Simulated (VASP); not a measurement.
A run of VASP 6.6.1 is set up as follows.

INCAR

```
SYSTEM = CaGe4N
PREC = Accurate
ENCUT = 520
EDIFF = 1E-6
ISMEAR = 0
SIGMA = 0.1
LREAL = .FALSE.
LASPH = .TRUE.
NELM = 100
ALGO = Normal
ISIF = 2
LWAVE = .FALSE.
LCHARG = .TRUE.
GGA = PE
LELF = .TRUE.
LVHAR = .TRUE.
NBANDS = 44
```

The input KPOINTS:

```
regular mesh
0
G
  4 4 4
  0 0 0
```

File POSCAR:

```
CaGe4N
1.0
    5.0766997300      0.0000000000      0.0000000000
    0.0000000000      5.0766997300      0.0000000000
    0.0000000000      0.0000000000      5.0766997300
Ca Ge N
1 4 1
Direct
    0.5000000000      0.5000000000      0.5000000000
    0.1959347600      0.1959347600      0.1959347600
    0.8040652400      0.8040652400      0.1959347600
    0.8040652400      0.1959347600      0.8040652400
    0.1959347600      0.8040652400      0.8040652400
    0.0000000000      0.0000000000      0.0000000000
```

Potentials or basis: VASP PAW PBE potentials, release 64 (Ca_sv, Ge_d, N).

Command:

```bash
$ cat potpaw_PBE.64/Ca_sv/POTCAR potpaw_PBE.64/Ge_d/POTCAR potpaw_PBE.64/N/POTCAR > POTCAR
$ mpirun -np 1 vasp_std > vasp.out
```

Task: Predict the largest force.

Result: 5.953 eV/Å.

Task: What does it give for the pressure?

Result: 17.8 GPa.

Forces in eV/Å, atoms in the order of the input:
```
Ca   0.000  0.000  0.000
Ge   3.437  3.437  3.437
Ge  -3.437 -3.437  3.437
Ge  -3.437  3.437 -3.437
Ge   3.437 -3.437 -3.437
N    0.000  0.000  0.000
```

Caveat: forces of over 1 eV/Å act on the atoms, so gaps and moduli don't describe the material at rest.
